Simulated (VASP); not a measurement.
# Au (I4/mmm) in VASP: further runs, part 2 of 2

VASP 6.6.1. The steps go on from the part before.

## Step 5: Single point, LDA (strain -0.030 along x and y, +0.030 along z)

INCAR reads:

```
SYSTEM = Au
  ALGO = Normal
  EDIFF = 1E-6
  ENCUT = 500
  GGA_COMPAT = .FALSE.
  ISIF = 2
  ISMEAR = 0
  LASPH = .TRUE.
  LCHARG = .FALSE.
  LREAL = .FALSE.
  LWAVE = .FALSE.
  NBANDS = 12
  NELM = 120
  PREC = Accurate
  SIGMA = 0.15
```

KPOINTS reads:

```
k-points
0
G
  20 20 20
  0 0 0
```

POSCAR reads:

```
Au
1.0
   -1.6075509300      1.6075509300      1.7069870700
    1.6075509300     -1.6075509300      1.7069870700
    1.6075509300      1.6075509300     -1.7069870700
Au
1
Direct
    0.0000000000      0.0000000000      0.0000000000
```

Potentials or basis: VASP PAW LDA potentials, release 64 (Au).

Launch:

```console
$ cat potpaw_LDA.64/Au/POTCAR > POTCAR
$ mpirun -np 1 vasp_std > vasp.out
```

OUTCAR:

```text
SYSTEM = Au
   EDIFF = 1E-6
   ENCUT = 500
   ISIF = 2
   ISMEAR = 0
   LASPH = .TRUE.
   LREAL = .FALSE.
   NELM = 120
   PREC = Accurate

 ion  position               nearest neighbor table
   1  0.000  0.000  0.000-

  LATTYP: Found a body centered tetragonal cell.
 ALAT       =     3.2151018600
 C/A-ratio  =     1.0618556701

  Lattice vectors:

 A1 = (  -1.6075509300,   1.6075509300,   1.7069870700)
 A2 = (   1.6075509300,  -1.6075509300,   1.7069870700)
 A3 = (   1.6075509300,   1.6075509300,  -1.7069870700)

Analysis of symmetry for initial positions (statically):
=====================================================================
 Subroutine PRICEL returns:
 Original cell was already a primitive cell.

 Routine SETGRP: Setting up the symmetry group for a
 body centered tetragonal supercell.

 Subroutine GETGRP returns: Found 16 space group operations
 (whereof 16 operations were pure point group operations)
 out of a pool of 16 trial point group operations.

The static configuration has the point symmetry D_4h.

Analysis of symmetry for dynamics (positions and initial velocities):
=====================================================================
 Subroutine PRICEL returns:
 Original cell was already a primitive cell.

 Routine SETGRP: Setting up the symmetry group for a
 body centered tetragonal supercell.

 Subroutine GETGRP returns: Found 16 space group operations
 (whereof 16 operations were pure point group operations)
 out of a pool of 16 trial point group operations.

The dynamic configuration has the point symmetry D_4h.

 Subroutine INISYM returns: Found 16 space group operations
 (whereof 16 operations are pure point group operations),
 and found     1 'primitive' translations

----------------------------------------------------------------------------------------

                                     Primitive cell

  volume of cell :      17.6449

[... 108 lines left out ...]
  Fermi-wavevector in a.u.,A,eV,Ry     =   1.398511  2.642802 26.610716  1.955832
  Thomas-Fermi vector in A             =   2.521662
   LORBIT       =      0    0 simple, 1 ext, 2 COOP (PROOUT), +10 PAW based schemes
   GGA     = CA    functional components
   LHFCALC =     F    Hartree Fock is set to
   AEXX    =    0.0000 exact exchange contribution
   IVDW    =     0    specifies the selected vdW correction
   LEPSILON=     F    determine dielectric tensor
   LRPA    =     F    only Hartree local field effects (RPA)
 non-spin polarized calculation
 Gauss-broadening in eV      SIGMA  =   0.15
  energy-cutoff  :      500.00
  volume of cell :       17.64
 maximum number of plane-waves:       462
 NGX is ok and might be reduce to    24
   NGX = 11   NGY = 11   NGZ = 11

 number of electron      10.9999999 magnetization

 Free energy of the ion-electron system (eV)
  ---------------------------------------------------
  ext. energy  EPLUGINS =         0.00000000
  ---------------------------------------------------
  free energy    TOTEN  =        -4.39667782 eV

  energy without entropy =       -4.39330893  energy(sigma->0) =       -4.39499337

 E-fermi :   8.7350     XC(G=0): -12.7853

 val. band max:        8.7267863925   @ k =  -0.3000   0.4500   0.1000
 cond. band min:       8.7369340681   @ k =  -0.3500   0.4500   0.1000
 fundamental gap:      0.0101476756
 Fermi energy:         8.7349794789

 k-point     1 :       0.0000    0.0000    0.0000
  band No.  band energies     occupation
      1      -0.8351      2.00000
      2       3.9038      2.00000
      3       3.9038      2.00000
      4       4.2632      2.00000
      5       5.6271      2.00000
      6       6.0407      2.00000
      7      24.5481      0.00000
      8      25.5082      0.00000
      9      25.5082      0.00000
     10      31.0626      0.00000
     11      33.0019      0.00000
     12      33.0022      0.00000
[... 331 lines left out ...]
 k-point    24 :      -0.3500    0.0500    0.0000
  band No.  band energies     occupation
      1       1.6313      2.00000
      2       3.3683      2.00000
      3       4.6947      2.00000
      4       5.4513      2.00000
      5       6.0580      2.00000
      6       6.3546      2.00000
      7      17.1179      0.00000
      8      22.5145      0.00000
      9      24.7180      0.00000
     10      28.9484      0.00000
     11      30.0902      0.00000
     12      30.9373      0.00000

 [... further k-points ...]
[... 5 lines left out ...]
  --------------------------------------------------------------------------------------
  -------------------------------------------------------------------------------------
  Total       -1.0462345     -1.0462345     -1.0017828      0.0000000     -0.0000000      0.0000000
  in kB      -94.9991922    -94.9991922    -90.9629329      0.0000000     -0.0000000      0.0000000
  external PRESSURE =     -93.6537724 kB  Pullay stress =       0.0000000 kB

 VOLUME and BASIS-vectors are now :
 -----------------------------------------------------------------------------
  energy-cutoff  :      500.00
  volume of cell :       17.64
      direct lattice vectors                 reciprocal lattice vectors
    -1.607550930  1.607550930  1.706987070     0.000000000  0.311032136  0.292913759
     1.607550930 -1.607550930  1.706987070     0.311032136  0.000000000  0.292913759
     1.607550930  1.607550930 -1.706987070     0.311032136  0.311032136  0.000000000

 POSITION                                       TOTAL-FORCE (eV/Angst)
 -----------------------------------------------------------------------------------
      0.00000      0.00000      0.00000         0.000000     -0.000000     -0.000000
 -----------------------------------------------------------------------------------
    total drift:                               -0.000000     -0.000000      0.000000

  FREE ENERGIE OF THE ION-ELECTRON SYSTEM (eV)
  ---------------------------------------------------
  free  energy   TOTEN  =        -4.3966778185 eV

  energy  without entropy=       -4.3933089271  energy(sigma->0) =       -4.39499337
```

OSZICAR:

```text
N       E                     dE             d eps       ncg     rms          rms(c)
DAV:   1     0.464611521100E+02    0.46461E+02   -0.54090E+03 16140   0.785E+02
DAV:   2    -0.408339677371E+01   -0.50545E+02   -0.47805E+02 18232   0.182E+02
DAV:   3    -0.473588331643E+01   -0.65249E+00   -0.65174E+00 18356   0.200E+01
DAV:   4    -0.473806546116E+01   -0.21821E-02   -0.21821E-02 17608   0.133E+00
DAV:   5    -0.473808139460E+01   -0.15933E-04   -0.15934E-04 18272   0.108E-01    0.839E+00
DAV:   6    -0.441957032961E+01    0.31851E+00   -0.94677E-01 16464   0.753E+00    0.534E+00
DAV:   7    -0.440002656873E+01    0.19544E-01   -0.52870E-02 17856   0.176E+00    0.276E+00
DAV:   8    -0.439668258558E+01    0.33440E-02   -0.12797E-03 17012   0.357E-01    0.253E-01
DAV:   9    -0.439667704091E+01    0.55447E-05   -0.75914E-06 16976   0.243E-02    0.992E-03
DAV:  10    -0.439667781855E+01   -0.77764E-06   -0.91495E-07 15880   0.698E-03
   1 F= -.43966778E+01 E0= -.43949934E+01  d E =-.336889E-02
```

It took 56 s on 1 thread of AMD EPYC 9R45 (Zen 5), shared host; peak memory 0.2 GiB.

Results:

* Free energy: -4.3967 eV
* Pressure: -9.4 GPa

Levels at points of the mesh, in eV from the Fermi level:
```tsv
k point	band 4	band 5	band 6	band 7	band 8	band 9
(0.00, 0.00, 0.00)	-4.47	-3.11	-2.69	15.81	16.77	16.77
(0.50, 0.00, 0.00)	-2.64	-1.46	-0.66	3.18	12.59	14.01
(0.50, 0.50, 0.00)	-2.54	-1.37	-0.32	3.65	11.74	12.68
(0.50, 0.50, 0.50)	-1.74	-1.74	5.08	6.75	6.75	9.08
```

Caveat: the cell differs from its parent crystal (strain -0.030 along x and y, +0.030 along z); spin-orbit coupling is left out, which moves the levels of the heavy elements.

## Step 6: The runs side by side

```csv
cell,gap on the mesh (eV),pressure (GPa)
"a = 2.813 Å, angles 110.3, 110.3, 107.8°, 1 atom",none,-5.0
"a = 2.813 Å, angles 109.1, 109.1, 110.3°, 1 atom",none,-5.1
"a = 2.828 Å, angles 110.7, 110.7, 107.0°, 1 atom",none,-7.3
"a = 2.843 Å, angles 111.1, 111.1, 106.2°, 1 atom",none,-9.4
```

Alike in all rows: task single point; level LDA; potentials or basis VASP PAW LDA potentials, release 64 (Au); no spin polarisation; k mesh 20 × 20 × 20; cutoff (eV) 500; smearing gaussian 0.15 eV.

Caveats: spin-orbit coupling is left out, which moves the levels of the heavy elements.

Absolute energies hang on the potentials; compare differences alone.
